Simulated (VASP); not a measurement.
Write the native input for VASP 6.6.1 that does the following.

| Property | Result |
| --- | --- |
| Task | density of states |
| Functional | PBE |
| Potentials or basis | VASP PAW PBE potentials, release 64 (Pb_d, S) |
| Cutoff | 520 eV |
| k mesh | 9 × 9 × 5 |
| Occupations | fermi-dirac, width 0.05 eV |
| Spin | no spin polarisation |
| Dipole correction | no |
| k mesh for the DOS | 14 × 14 × 8 |
| Occupations for the DOS | tetrahedron |
| Further INCAR settings | ALGO = Normal; EDIFF = 1e-06; NBANDS = 28 |

PbS (wurtzite type):

```
Pb S
1.0
     4.92573    0.00000    0.00000
    -2.46286    4.26581    0.00000
     0.00000    0.00000    5.90258
Pb S
2 2
Direct
  0.33333 0.66667 0.93789
  0.66667 0.33333 0.43789
  0.33333 0.66667 0.43811
  0.66667 0.33333 0.93811
```

This cell differs from its parent crystal: volume scaled by 0.94.

These files were run (other wordings do the same):

POSCAR

```
PbS
1.0
    4.9257294673      0.0000000000      0.0000000000
   -2.4628647337      4.2658068509      0.0000000000
    0.0000000000      0.0000000000      5.9025782467
Pb S
2 2
Direct
    0.3333333333      0.6666666667     -0.0621069606
    0.6666666667      0.3333333333      0.4378930394
    0.3333333333      0.6666666667      0.4381069606
    0.6666666667      0.3333333333      0.9381069606
```

INCAR.step1

```
PREC = Accurate ; ENCUT = 520
EDIFF = 1E-6 ; ISMEAR = -1
SIGMA = 0.05 ; LREAL = False
LASPH = True ; NELM = 80
ALGO = Normal ; ISIF = 2
LWAVE = False ; LCHARG = True
GGA = PE ; NBANDS = 28
```

KPOINTS.step1

```
Automatic mesh
0
Gamma
  9 9 5
```

INCAR.step2

```
PREC = Accurate ; ENCUT = 520
EDIFF = 1E-6 ; ISMEAR = -5
SIGMA = 0.05 ; LREAL = False
LASPH = True ; NELM = 80
ALGO = Normal ; ISIF = 2
LWAVE = False ; LCHARG = False
GGA = PE ; LORBIT = 11
NBANDS = 28 ; NEDOS = 1001
ICHARG = 11
```

KPOINTS.step2

```
Automatic mesh
0
Gamma
  14 14 8
```

Potentials or basis: VASP PAW PBE potentials, release 64 (Pb_d, S).

Command:

```bash
$ cat potpaw_PBE.64/Pb_d/POTCAR potpaw_PBE.64/S/POTCAR > POTCAR
$ cp INCAR.step1 INCAR
$ cp KPOINTS.step1 KPOINTS
$ mpirun -np 1 vasp_std > vasp.out
$ cp INCAR.step2 INCAR
$ cp KPOINTS.step2 KPOINTS
$ mpirun -np 1 vasp_std > vasp.out
```

Results of the run:

```yaml
Valence_electrons_inside_the_program's_atomic_spheres: Pb 11.86; S 3.70
```

Caveat: spin-orbit coupling is left out, which moves the levels of the heavy elements.

It took 7.7 min on 1 thread of Intel(R) Xeon(R) Platinum 8488C (Sapphire Rapids) (shared host), peak memory 0.49 GiB.
